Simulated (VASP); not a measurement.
# Sn16O15 (a cell with a defect) in VASP: electric field gradients with PBE

Aim: the electric field gradients of Sn16O15 (a cell with a defect) with PBE.

All numbers are computed with VASP 6.6.1; they aren't measurements. Logs are shortened: lines on timing, memory, paths and dates and some standing lists are left out, and cuts for length are marked.

## 1. The cell of the first run

The cell holds a defect, 31 atoms: a = 7.627 Å, b = 7.627 Å, c = 9.774 Å, α = 90.00°, β = 90.00°, γ = 90.00°.

## 2. Electric field gradients, PBE

INCAR

```
SYSTEM = Sn16O15
ALGO = Normal
EDIFF = 1E-8
ENCUT = 520
GGA = PE
ISIF = 2
ISMEAR = -1
LASPH = .True.
LCHARG = .False.
LEFG = .True.
LREAL = Auto
LWAVE = .False.
NBANDS = 178
NELECT = 312.0
NELM = 100
PREC = Accurate
SIGMA = 0.01
```

KPOINTS

```
k-points
0
Gamma
  3 3 2
  0 0 0
```

POSCAR

```
Sn16O15
1.0
    7.6273904400      0.0000000000      0.0000000000
    0.0000000000      7.6273904400      0.0000000000
    0.0000000000      0.0000000000      9.7738266000
Sn O
16 15
Direct
    0.0000000000      0.2500000000      0.1176869300
    0.0000000000      0.2500000000      0.6176869300
    0.0000000000      0.7500000000      0.1176869300
    0.0000000000      0.7500000000      0.6176869300
    0.5000000000      0.2500000000      0.1176869300
    0.5000000000      0.2500000000      0.6176869300
    0.5000000000      0.7500000000      0.1176869300
    0.5000000000      0.7500000000      0.6176869300
    0.2500000000      0.0000000000      0.3823130700
    0.2500000000      0.0000000000      0.8823130700
    0.2500000000      0.5000000000      0.3823130700
    0.2500000000      0.5000000000      0.8823130700
    0.7500000000      0.0000000000      0.3823130700
    0.7500000000      0.0000000000      0.8823130700
    0.7500000000      0.5000000000      0.3823130700
    0.7500000000      0.5000000000      0.8823130700
    0.2500000000      0.2500000000      0.5000000000
    0.2500000000      0.7500000000      0.0000000000
    0.2500000000      0.7500000000      0.5000000000
    0.7500000000      0.2500000000      0.0000000000
    0.7500000000      0.2500000000      0.5000000000
    0.7500000000      0.7500000000      0.0000000000
    0.7500000000      0.7500000000      0.5000000000
    0.0000000000      0.0000000000      0.0000000000
    0.0000000000      0.0000000000      0.5000000000
    0.0000000000      0.5000000000      0.0000000000
    0.0000000000      0.5000000000      0.5000000000
    0.5000000000      0.0000000000      0.0000000000
    0.5000000000      0.0000000000      0.5000000000
    0.5000000000      0.5000000000      0.0000000000
    0.5000000000      0.5000000000      0.5000000000
```

Potentials or basis: VASP PAW PBE potentials, release 64 (Sn_d, O).

The run is started by

```bash
$ cat potpaw_PBE.64/Sn_d/POTCAR potpaw_PBE.64/O/POTCAR > POTCAR
$ mpirun -np 1 vasp_std > vasp.out
```

OUTCAR:

```text
SYSTEM = Sn16O15
   EDIFF = 1E-8
   ENCUT = 520
   GGA = PE
   ISIF = 2
   ISMEAR = -1
   LASPH = .True.
   LREAL = Auto
   NELECT = 312.0
   NELM = 100
   PREC = Accurate

 ion  position               nearest neighbor table
   1  0.000  0.250  0.118-  20 2.23  24 2.23  26 2.23  16 3.54  10 3.54  12 3.54  14 3.54   9 3.74
                            13 3.74  11 3.74  15 3.74
   2  0.000  0.250  0.618-  17 2.23  21 2.23  25 2.23  27 2.23   9 3.54  11 3.54  13 3.54  15 3.54
                            10 3.74  14 3.74  12 3.74  16 3.74
   3  0.000  0.750  0.118-  18 2.23  22 2.23  24 2.23  26 2.23  10 3.54  12 3.54  14 3.54  16 3.54
                            13 3.74  11 3.74  15 3.74   9 3.74
   4  0.000  0.750  0.618-  19 2.23  23 2.23  25 2.23  27 2.23   9 3.54  11 3.54  13 3.54  15 3.54
                            10 3.74  14 3.74  12 3.74  16 3.74
   5  0.500  0.250  0.118-  20 2.23  28 2.23  30 2.23  16 3.54  10 3.54  12 3.54  14 3.54   9 3.74
                            13 3.74  11 3.74  15 3.74
   6  0.500  0.250  0.618-  17 2.23  21 2.23  29 2.23  31 2.23   9 3.54  11 3.54  13 3.54  15 3.54
                            10 3.74  14 3.74  12 3.74  16 3.74
   7  0.500  0.750  0.118-  18 2.23  22 2.23  28 2.23  30 2.23  10 3.54  12 3.54  14 3.54  16 3.54
                            13 3.74  11 3.74  15 3.74   9 3.74
   8  0.500  0.750  0.618-  19 2.23  23 2.23  29 2.23  31 2.23   9 3.54  11 3.54  13 3.54  15 3.54
                            10 3.74  14 3.74  12 3.74  16 3.74
   9  0.250  0.000  0.382-  17 2.23  19 2.23  25 2.23  29 2.23   2 3.54   4 3.54   6 3.54   8 3.54
[... 16 lines left out ...]
  18  0.250  0.750  0.000-   3 2.23   7 2.23  10 2.23  12 2.23
  19  0.250  0.750  0.500-   4 2.23   8 2.23   9 2.23  11 2.23
  20  0.750  0.250  0.000-   1 2.23   5 2.23  14 2.23  16 2.23
  21  0.750  0.250  0.500-   2 2.23   6 2.23  13 2.23  15 2.23
  22  0.750  0.750  0.000-   3 2.23   7 2.23  14 2.23  16 2.23
  23  0.750  0.750  0.500-   4 2.23   8 2.23  13 2.23  15 2.23
  24  0.000  0.000  0.000-   1 2.23   3 2.23  10 2.23  14 2.23
  25  0.000  0.000  0.500-   2 2.23   4 2.23   9 2.23  13 2.23
  26  0.000  0.500  0.000-   1 2.23   3 2.23  12 2.23  16 2.23
  27  0.000  0.500  0.500-   2 2.23   4 2.23  11 2.23  15 2.23
  28  0.500  0.000  0.000-   5 2.23   7 2.23  10 2.23  14 2.23
  29  0.500  0.000  0.500-   6 2.23   8 2.23   9 2.23  13 2.23
  30  0.500  0.500  0.000-   5 2.23   7 2.23  12 2.23  16 2.23
  31  0.500  0.500  0.500-   6 2.23   8 2.23  11 2.23  15 2.23

  LATTYP: Found a simple tetragonal cell.
 ALAT       =     7.6273904400
 C/A-ratio  =     1.2814116016

  Lattice vectors:

 A1 = (   7.6273904400,   0.0000000000,   0.0000000000)
 A2 = (   0.0000000000,   7.6273904400,   0.0000000000)
 A3 = (   0.0000000000,   0.0000000000,   9.7738266000)

[... 1254 lines left out ...]
  -------------------------------------------------------------------------------------
  Total      -13.9939754    -13.9939754    -13.1375366     -0.0000000      0.0000000      0.0000000
  in kB      -39.4307560    -39.4307560    -37.0175725     -0.0000000      0.0000000      0.0000000
  external PRESSURE =     -38.6263615 kB  Pullay stress =       0.0000000 kB

 VOLUME and BASIS-vectors are now :
 -----------------------------------------------------------------------------
  energy-cutoff  :      520.00
  volume of cell :      568.61
      direct lattice vectors                 reciprocal lattice vectors
     7.627390440  0.000000000  0.000000000     0.131106439  0.000000000  0.000000000
     0.000000000  7.627390440  0.000000000     0.000000000  0.131106439  0.000000000
     0.000000000  0.000000000  9.773826600     0.000000000  0.000000000  0.102314072

 POSITION                                       TOTAL-FORCE (eV/Angst)
 -----------------------------------------------------------------------------------
      0.00000      1.90685      1.15025        -0.352824     -0.000000      0.315546
      0.00000      1.90685      6.03716        -0.096444     -0.000000      0.313787
      0.00000      5.72054      1.15025        -0.055345     -0.000000      0.651234
      0.00000      5.72054      6.03716         0.155096     -0.000000      0.193317
      3.81370      1.90685      1.15025         0.352824     -0.000000      0.315546
      3.81370      1.90685      6.03716         0.096444     -0.000000      0.313787
[... 23 lines left out ...]
      3.81370      3.81370      0.00000        -0.315488     -0.315488      0.000000
      3.81370      3.81370      4.88691         0.106648      0.106648      0.000000
 -----------------------------------------------------------------------------------
    total drift:                                0.000000     -0.000000      0.000000

  FREE ENERGIE OF THE ION-ELECTRON SYSTEM (eV)
  ---------------------------------------------------
  free  energy   TOTEN  =      -186.3642192074 eV

  energy  without entropy=     -186.3626216144  energy(sigma->0) =     -186.36342041

 Electric field gradients (V/A^2)
---------------------------------------------------------------------
 ion       V_xx      V_yy      V_zz      V_xy      V_xz      V_yz
---------------------------------------------------------------------
   1      51.497    25.822   -77.319    -0.000  -103.702    -0.000
   2      76.784    80.989  -157.773     0.000    -0.471    -0.000
   3      72.939    82.766  -155.704     0.000    -2.185    -0.000
   4      79.433    78.881  -158.314     0.000    -3.088    -0.000
   5      51.497    25.822   -77.319    -0.000   103.702    -0.000
   6      76.784    80.989  -157.773    -0.000     0.471    -0.000
[... 23 lines left out ...]
  30       4.032     4.032    -8.063    14.850    -0.253     0.253
  31      -5.224    -5.224    10.449     0.808    -2.089     2.089
---------------------------------------------------------------------

 Electric field gradients after diagonalization (V/A^2)
 (convention: |V_zz| > |V_xx| > |V_yy|)
----------------------------------------------------------------------
 ion       V_xx      V_yy      V_zz     asymmetry (V_yy - V_xx)/ V_zz
----------------------------------------------------------------------
   1     109.165    25.822  -134.987       0.617
   2      80.989    76.785  -157.774       0.027
   3      82.766    72.959  -155.725       0.063
   4      79.473    78.881  -158.354       0.004
   5     109.165    25.822  -134.987       0.617
   6      80.989    76.785  -157.774       0.027
[... 23 lines left out ...]
  30     -10.864    -8.018    18.882       0.151
  31      -6.545    -4.417    10.962       0.194
----------------------------------------------------------------------

           NMR quadrupolar parameters

 Cq : quadrupolar parameter    Cq=e*Q*V_zz/h
 eta: asymmetry parameters     (V_yy - V_xx)/ V_zz
 Q  : nuclear electric quadrupole moment in mb (millibarn)
----------------------------------------------------------------------
 ion       Cq(MHz)       eta       Q (mb)
----------------------------------------------------------------------
   1      -0.326       0.617       1.000
   2      -0.381       0.027       1.000
   3      -0.377       0.063       1.000
   4      -0.383       0.004       1.000
   5      -0.326       0.617       1.000
   6      -0.381       0.027       1.000
[... 23 lines left out ...]
  30       0.046       0.151       1.000
  31       0.027       0.194       1.000
----------------------------------------------------------------------
```

OSZICAR:

```text
N       E                     dE             d eps       ncg     rms          rms(c)
DAV:   1     0.575556858707E+04    0.57556E+04   -0.13005E+05  2160   0.270E+03
DAV:   2     0.131479351450E+04   -0.44408E+04   -0.43358E+04  2136   0.840E+02
DAV:   3     0.766233240923E+01   -0.13071E+04   -0.12392E+04  2296   0.327E+02
[... 16 lines left out ...]
DAV:  20    -0.186364219016E+03   -0.33309E-07   -0.13927E-06  3120   0.430E-03    0.936E-04
DAV:  21    -0.186364219070E+03   -0.54424E-07   -0.15351E-07  2384   0.154E-03    0.733E-04
DAV:  22    -0.186364219173E+03   -0.10252E-06   -0.37036E-08  1880   0.107E-03    0.360E-04
DAV:  23    -0.186364219198E+03   -0.25088E-07   -0.10697E-08  1280   0.504E-04    0.173E-04
DAV:  24    -0.186364219207E+03   -0.96334E-08   -0.50417E-09  1248   0.331E-04
   1 F= -.18636422E+03 E0= -.18636342E+03  d E =-.159759E-02
```

It took 14 min on 1 thread of Intel Xeon 6975P-C (Granite Rapids), shared host; peak memory 0.81 GiB.

Results:

* Free energy: -186.3642 eV
* Largest force: 0.654 eV/Å

Forces in eV/Å, atoms in the order of the input:
```
Sn  -0.353  0.000  0.316
Sn  -0.096  0.000  0.314
Sn  -0.055  0.000  0.651
Sn   0.155  0.000  0.193
Sn   0.353  0.000  0.316
Sn   0.096  0.000  0.314
Sn   0.055  0.000  0.651
Sn  -0.155  0.000  0.193
Sn   0.000 -0.096 -0.314
Sn   0.000 -0.353 -0.316
Sn   0.000  0.096 -0.314
Sn   0.000  0.353 -0.316
Sn   0.000  0.155 -0.193
Sn   0.000 -0.055 -0.651
Sn   0.000 -0.155 -0.193
Sn   0.000  0.055 -0.651
O    0.000  0.000  0.000
O    0.000  0.000 -0.601
O    0.000  0.000 -0.013
O    0.000  0.000  0.601
O    0.000  0.000  0.013
O    0.000  0.000  0.000
O    0.000  0.000  0.000
O    0.315  0.315  0.000
O   -0.107 -0.107  0.000
O    0.315 -0.315  0.000
O   -0.107  0.107  0.000
O   -0.315  0.315  0.000
O    0.107 -0.107  0.000
O   -0.315 -0.315  0.000
O    0.107  0.107  0.000
```

Electric field gradients, principal values (V/Å²):
| atom | least | middle | greatest (by size) |
| --- | --- | --- | --- |
| 1 Sn | 25.822 | 109.165 | -134.987 |
| 2 Sn | 76.785 | 80.989 | -157.774 |
| 3 Sn | 72.959 | 82.766 | -155.725 |
| 4 Sn | 78.881 | 79.473 | -158.354 |
| 5 Sn | 25.822 | 109.165 | -134.987 |
| 6 Sn | 76.785 | 80.989 | -157.774 |
| 7 Sn | 72.959 | 82.766 | -155.725 |
| 8 Sn | 78.881 | 79.473 | -158.354 |
| 9 Sn | 76.785 | 80.989 | -157.774 |
| 10 Sn | 25.822 | 109.165 | -134.987 |
| 11 Sn | 76.785 | 80.989 | -157.774 |
| 12 Sn | 25.822 | 109.165 | -134.987 |
| 13 Sn | 78.881 | 79.473 | -158.354 |
| 14 Sn | 72.959 | 82.766 | -155.725 |
| 15 Sn | 78.881 | 79.473 | -158.354 |
| 16 Sn | 72.959 | 82.766 | -155.725 |
| 17 O | -5.453 | -5.453 | 10.906 |
| 18 O | -3.058 | -8.617 | 11.675 |
| 19 O | -3.995 | -4.820 | 8.815 |
| 20 O | -3.058 | -8.617 | 11.675 |
| 21 O | -3.995 | -4.820 | 8.815 |
| 22 O | -0.040 | -0.040 | 0.080 |
| 23 O | -7.039 | -7.039 | 14.077 |
| 24 O | -8.018 | -10.864 | 18.882 |
| 25 O | -4.417 | -6.545 | 10.962 |
| 26 O | -8.018 | -10.864 | 18.882 |
| 27 O | -4.417 | -6.545 | 10.962 |
| 28 O | -8.018 | -10.864 | 18.882 |
| 29 O | -4.417 | -6.545 | 10.962 |
| 30 O | -8.018 | -10.864 | 18.882 |
| 31 O | -4.417 | -6.545 | 10.962 |

Caveat: the cell carries a net charge on a neutralising background, which shifts energy and pressure; the cell is charged against a uniform background, so pressure and absolute levels hang on convention; without QUAD_EFG the Cq values of the log hold for a quadrupole moment of 1 mb, not for the nuclei.
